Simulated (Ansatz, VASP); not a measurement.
Two plane-wave programs on C

Contents of INCAR:

```
SYSTEM = C
PREC = Accurate
ENCUT = 520
EDIFF = 1E-6
ISMEAR = 0
SIGMA = 0.05
LREAL = .False.
LASPH = .True.
NELM = 60
ALGO = Normal
ISIF = 2
LWAVE = .False.
LCHARG = .False.
GGA = PE
NBANDS = 11
```

The input KPOINTS:

```
Automatic mesh
0
Gamma
  12 12 12
  0 0 0
```

The input POSCAR:

```
C
1.0
    0.0000000000      1.6407280000      1.7834000000
    1.6407280000      0.0000000000      1.7834000000
    1.6407280000      1.6407280000      0.0000000000
C
2
Direct
    0.5000000000      0.5000000000      0.5000000000
    0.7500000000      0.7500000000      0.7500000000
```

Input for Ansatz:

```yaml
crystal:
  lattice:
    - [0.0, 1.640728, 1.7834]
    - [1.640728, 0.0, 1.7834]
    - [1.640728, 1.640728, 0.0]
  atoms:
    - { symbol: C, position: [0.5, 0.5, 0.5] }
    - { symbol: C, position: [0.75, 0.75, 0.75] }
basis:
  ecutwfc: 420
kpoints:
  mp_grid: { grid: [12, 12, 12] }
hamiltonian:
  xc: pbe
scf:
  occupations: { method: gaussian, width: 0.05 }
output:
  forces: true
  stress: true
  eigenvalues: true
```

Change from the starting cell: strain -0.080 along x and y, +0.000 along z, atoms carried along.

Alike in both runs: task single point; functional PBE; k mesh 12 × 12 × 12; occupations gaussian, width 0.05 eV; no spin polarisation.

```csv
,VASP,Ansatz
version,VASP 6.6.1,Ansatz 0.2.0
potentials or method,"VASP PAW PBE potentials, release 64 (C), cutoff 520 eV","scalar-relativistic, plane waves, PAW"
valence electrons in the cell,8,8
```

|  | VASP | Ansatz | Ansatz less VASP |
| --- | --- | --- | --- |
| gap on the k mesh at the Fermi level (eV) | 3.38 | 3.39 | +0.016 |
| least direct gap on the mesh (eV) | 5.24 | 5.25 | +0.010 |
| pressure (GPa) | 102.2 | 100.8 | -1.39 |
| traceless stress, the component that is largest in VASP (GPa) | -66.52 | -66.62 | -0.100 |

Both programs put the cell under a high pressure, so it lies far from rest at this level.

Noted on VASP's run: the cell as given lies far from equilibrium.
